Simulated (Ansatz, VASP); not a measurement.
AlN in VASP and in Ansatz

Contents of POSCAR:

```
AlN
1.0
    0.0000000000      2.0345180000      2.0345180000
    2.0345180000      0.0000000000      2.0345180000
    2.0345180000      2.0345180000      0.0000000000
Al N
1 1
Direct
    0.5000000000      0.5000000000      0.5000000000
    0.0000000000      0.0000000000      0.0000000000
```

File INCAR.step1:

```
SYSTEM = AlN
ALGO     = Normal         ! electronic algorithm
EDIFF    = 1E-5           ! SCF threshold, eV
ENCUT    = 520            ! plane-wave cutoff, eV
GGA      = PE             ! functional
ISIF     = 2              ! what is computed and relaxed
ISMEAR   = -1             ! smearing method
LASPH    = .TRUE.         ! aspherical terms in the spheres
LCHARG   = .FALSE.        ! write CHGCAR
LREAL    = .FALSE.        ! projectors in reciprocal space
LWAVE    = .TRUE.         ! write WAVECAR
NBANDS   = 11             ! bands
NELM     = 100            ! most SCF steps
PREC     = Accurate       ! precision mode
SIGMA    = 0.05           ! smearing width, eV
```

File INCAR.step2:

```
SYSTEM = AlN
AEXX     = 0.25           ! exact-exchange fraction
ALGO     = Normal         ! electronic algorithm
EDIFF    = 1E-6           ! SCF threshold, eV
ENCUT    = 520            ! plane-wave cutoff, eV
GGA      = PS             ! functional
ISIF     = 2              ! what is computed and relaxed
ISMEAR   = -1             ! smearing method
ISTART   = 1            
LASPH    = .TRUE.         ! aspherical terms in the spheres
LCHARG   = .FALSE.        ! write CHGCAR
LHFCALC  = .TRUE.         ! exact exchange
LREAL    = .FALSE.        ! projectors in reciprocal space
LWAVE    = .FALSE.        ! write WAVECAR
NBANDS   = 11             ! bands
NELM     = 100            ! most SCF steps
PREC     = Accurate       ! precision mode
PRECFOCK = Normal       
SIGMA    = 0.05           ! smearing width, eV
```

File KPOINTS:

```
k-points
0
G
  6 6 6
  0 0 0
```

Contents of input:

```
crystal:
  lattice:
    - [0.0, 2.034518, 2.034518]
    - [2.034518, 0.0, 2.034518]
    - [2.034518, 2.034518, 0.0]
  atoms:
    - { symbol: Al, position: [0.5, 0.5, 0.5] }
    - { symbol: "N", position: [0.0, 0.0, 0.0] }
hamiltonian:
  xc: { exchange: pbesol, correlation: pbesol, exx: { coeff: 0.25 } }
  pseudopotentials: { kind: paw }
kpoints:
  mp_grid: { grid: [6, 6, 6] }
  band_path:
    path:
      - [[0.0, 0.0, 0.0], [0.5, 0.0, 0.5], [0.5, 0.25, 0.75], [0.375, 0.375, 0.75], [0.0, 0.0, 0.0], [0.5, 0.5, 0.5], [0.625, 0.25, 0.625], [0.5, 0.25, 0.75], [0.5, 0.5, 0.5], [0.375, 0.375, 0.75]]
      - [[0.625, 0.25, 0.625], [0.5, 0.0, 0.5]]
    npoints: 4
scf:
  occupations: { method: fermi_dirac, width: 0.05 }
  n_extra_bands: 6
output:
  forces: true
  stress: true
  eigenvalues: true
  fatbands: false
```

Alike in both runs: functional PBEsol-based global hybrid with a share of 0.25 of exact exchange; k mesh 6 × 6 × 6; occupations fermi-dirac, width 0.05 eV; no spin polarisation.

|  | VASP | Ansatz |
| --- | --- | --- |
| version | VASP 6.6.1 | Ansatz 0.2.0 |
| potentials or method | VASP PAW PBE potentials, release 64 (Al, N) | Ansatz PAW |
| plane-wave cutoff (eV) | 520 | 420 |
| valence electrons in the cell | 8 | 8 |
| task | single point | band structure |

```csv
,VASP,Ansatz,Ansatz less VASP
gap on the k mesh at the Fermi level (eV),6.51,6.54,+0.029
least direct gap on the mesh (eV),7.67,7.65,-0.025
pressure (GPa),-10.7,-10.9,-0.20
```

VASP's potentials were made for PBE, not for PBEsol-based global hybrid.

The k mesh is coarse, so the values compare programs but aren't converged.
